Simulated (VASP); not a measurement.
Wanted: the native input for a VASP 6.6.1 run.

- Task: single point
- Functional: r2SCAN
- Potentials or basis: VASP PAW PBE potentials, release 64 (Ce, Ga_d, I)
- Cutoff: 520 eV
- k mesh: 3 × 3 × 3, shifted
- Occupations: gaussian, width 0.0481 eV
- Spin: no spin polarisation
- Dipole correction: no
- Further INCAR settings: ALGO = Normal; EDIFF = 1e-06; NBANDS = 44

Ce3GaI3:

```
Ce Ga I
1.0
     6.39739    0.00000    0.00000
     0.00000    6.39739    0.00000
     0.00000    0.00000    6.39739
Ce Ga I
3 1 3
Direct
  0.50000 0.50000 0.00000
  0.00000 0.50000 0.50000
  0.50000 0.00000 0.50000
  0.50000 0.50000 0.50000
  0.50000 0.00000 0.00000
  0.00000 0.50000 0.00000
  0.00000 0.00000 0.50000
```

One way to write it, as run:

POSCAR

```
Ce3GaI3
1.0
    6.3973890000      0.0000000000      0.0000000000
    0.0000000000      6.3973890000      0.0000000000
    0.0000000000      0.0000000000      6.3973890000
Ce Ga I
3 1 3
Direct
    0.5000000000      0.5000000000      0.0000000000
    0.0000000000      0.5000000000      0.5000000000
    0.5000000000      0.0000000000      0.5000000000
    0.5000000000      0.5000000000      0.5000000000
    0.5000000000      0.0000000000      0.0000000000
    0.0000000000      0.5000000000      0.0000000000
    0.0000000000      0.0000000000      0.5000000000
```

INCAR.step1

```
PREC = Accurate ; ENCUT = 520
ISMEAR = 0 ; SIGMA = 0.0481
LREAL = F ; LASPH = T
NELM = 100 ; NBANDS = 44
GGA = PE ; ALGO = Normal
EDIFF = 1E-4 ; LWAVE = T
LCHARG = F
```

INCAR.step2

```
PREC = Accurate ; ENCUT = 520
EDIFF = 1E-6 ; ISMEAR = 0
SIGMA = 0.0481 ; LREAL = F
LASPH = T ; NELM = 100
ALGO = Normal ; ISIF = 2
LWAVE = F ; LCHARG = F
METAGGA = R2SCAN ; LMIXTAU = T
NBANDS = 44 ; ISTART = 1
```

KPOINTS

```
Automatic mesh
0
Gamma
  3 3 3
  0.5 0.5 0.5
```

Potentials or basis: VASP PAW PBE potentials, release 64 (Ce, Ga_d, I).

Launch:

```bash
$ cat potpaw_PBE.64/Ce/POTCAR potpaw_PBE.64/Ga_d/POTCAR potpaw_PBE.64/I/POTCAR > POTCAR
$ cp INCAR.step1 INCAR
$ mpirun -np 1 vasp_std > vasp.out
$ cp INCAR.step2 INCAR
$ mpirun -np 1 vasp_std > vasp.out
```

Results of the run:

```
Pressure               : -2.6 GPa
Band gap on the k mesh : zero (bands 35 and 36 overlap by 0.01 eV)
```

Caveat: the PAW data sets were made with another functional, which shifts forces and pressure a little; spin-orbit coupling is left out, which moves the levels of the heavy elements; the run has no spin polarisation, though such a crystal can be magnetic; semilocal functionals describe open f shells poorly, which spoils levels, moments and volumes.

Wall time 24 min on 1 thread of Intel Xeon 8259CL, with other jobs on the host, peak memory 0.4 GiB.
